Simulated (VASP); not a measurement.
The system is PbO2.

```
Pb O
1.0
     3.16573    0.00000    0.00000
    -1.58286    2.74160    0.00000
     0.00000    0.00000    5.70002
Pb O
1 2
Direct
  0.00000 0.00000 0.00000
  0.66667 0.33333 0.77126
  0.33333 0.66667 0.22874
```

```yaml
Program: VASP 6.6.1
Task: relaxation of cell and atoms
Functional: PBE
Potentials_or_basis: VASP PAW PBE potentials, release 64 (Pb_d, O)
Cutoff: 600 eV
k_mesh: 6 × 6 × 4
Occupations: gaussian, width 0.1 eV
Spin: no spin polarisation
```

At the start: pressure 6.0 GPa; volume 16.49 Å³/atom.

Q: Where does the relaxation end?

A: Over 7 steps the energy falls by 212.0 meV/atom and the volume is 17.31 Å³/atom (+5.0 %); space group P-3m1 (No. 164, to 0.1 Å) before and after.

The path:
| step | energy change (eV) | largest force (eV/Å) | pressure (GPa) | volume (Å³) |
| --- | --- | --- | --- | --- |
| 1 | 0.0000 | 1.3177 | 5.97 | 49.47 |
| 2 | -0.5419 | 0.9044 | -3.67 | 53.72 |
| 3 | -0.5551 | 0.8304 | -4.89 | 54.41 |
| 4 | -0.6269 | 0.2582 | 2.36 | 50.99 |
| 5 | -0.6352 | 0.0250 | 0.35 | 51.80 |
| 6 | -0.6352 | 0.0072 | 0.47 | 51.75 |
| 7 | -0.6360 | 0.0064 | 0.06 | 51.93 |

Final structure:
```cif
data_structure
_symmetry_space_group_name_H-M 'P 1'
_symmetry_Int_Tables_number 1
_cell_length_a 3.4180
_cell_length_b 3.4180
_cell_length_c 5.1326
_cell_angle_alpha 90.000
_cell_angle_beta 90.000
_cell_angle_gamma 120.000
_cell_volume 51.93
loop_
_atom_site_label
_atom_site_type_symbol
_atom_site_fract_x
_atom_site_fract_y
_atom_site_fract_z
_atom_site_occupancy
Pb1 Pb 0.00000 0.00000 0.00000 1
O1 O 0.66667 0.33333 0.79301 1
O2 O 0.33333 0.66667 0.20699 1
```
